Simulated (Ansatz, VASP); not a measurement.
## HC4 in VASP and in Ansatz

```
C H
1.0
     2.52225    0.00000    0.00000
     1.26112    2.18433    0.00000
     0.00000    0.00000   19.91508
C H
8 2
Direct
  0.00000 0.00000 0.33337
  0.33333 0.33333 0.35781
  0.33333 0.33333 0.43554
  0.66667 0.66667 0.46128
  0.66667 0.66667 0.53872
  0.00000 0.00000 0.56446
  0.00000 0.00000 0.64219
  0.33333 0.33333 0.66663
  0.33333 0.33333 0.72198
  0.00000 0.00000 0.27802
```

Alike in both runs: functional r2SCAN; k mesh 8 × 8 × 1; no spin polarisation.

Ansatz relaxed the structure, and its values are those at the end. VASP's run is a single point on that final structure, the one shown.

|  | VASP | Ansatz |
| --- | --- | --- |
| version | VASP 6.6.1 | Ansatz 0.2.0 |
| potentials or method | VASP PAW PBE potentials, release 64 (C, H) | scalar-relativistic, plane waves, PAW |
| plane-wave cutoff (eV) | 520 | 500 |
| occupations | gaussian, width 0.01 eV | fixed |
| valence electrons in the cell | 34 | 34 |

Ansatz gave:

- gap on the k mesh at the Fermi level (eV): 3.29
- least direct gap on the mesh (eV): 3.29
- rms of the force components (eV/Å): 0.000

Task: What did VASP give for the same quantities?

Result: gap on the k mesh at the Fermi level (eV): 3.30; least direct gap on the mesh (eV): 3.30; rms of the force components (eV/Å): 0.018.

VASP's potentials were made for PBE, not for r2SCAN. Ansatz's warnings: structure snapped to symmetry, xc potential rough in thin density.
